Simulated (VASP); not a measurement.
Here is a VASP 6.6.1 calculation.

Contents of INCAR:

```
SYSTEM = TaN
ALGO     = Normal         ! electronic algorithm
EDIFF    = 1E-6           ! SCF threshold, eV
ENCUT    = 520            ! plane-wave cutoff, eV
GGA      = PE             ! functional
ISIF     = 2              ! what is computed and relaxed
ISMEAR   = -1             ! smearing method
IVDW     = 12             ! dispersion correction
LASPH    = .TRUE.         ! aspherical terms in the spheres
LCHARG   = .FALSE.        ! write CHGCAR
LREAL    = .FALSE.        ! projectors in reciprocal space
LWAVE    = .FALSE.        ! write WAVECAR
NBANDS   = 15             ! bands
NELM     = 80             ! most SCF steps
PREC     = Accurate       ! precision mode
SIGMA    = 0.05           ! smearing width, eV
```

File KPOINTS:

```
k-points
0
G
  11 11 11
  0 0 0
```

File POSCAR:

```
TaN
1.0
    0.0000000000      2.1925409229      2.1925409229
    2.1925409229      0.0000000000      2.1925409229
    2.1925409229      2.1925409229      0.0000000000
Ta N
1 1
Direct
    0.5000000000      0.5000000000      0.5000000000
    0.0000000000      0.0000000000      0.0000000000
```

Potentials or basis: VASP PAW PBE potentials, release 64 (Ta_pv, N).

The run is started by

```sh
$ cat potpaw_PBE.64/Ta_pv/POTCAR potpaw_PBE.64/N/POTCAR > POTCAR
$ mpirun -np 1 vasp_std > vasp.out
```

Task: Predict the dispersion energy per atom.

Result: -0.477 eV.

Task: Predict the pressure.

Result: 0.9 GPa.

Task: Predict the band gap on the k mesh.

Result: Zero (band 8 reaches 11.34 eV, above the bottom of band 9 at 7.52 eV).

Caveat: spin-orbit coupling is left out, which moves the levels of the heavy elements; pairwise dispersion overbinds metals, which lowers pressure and volume.
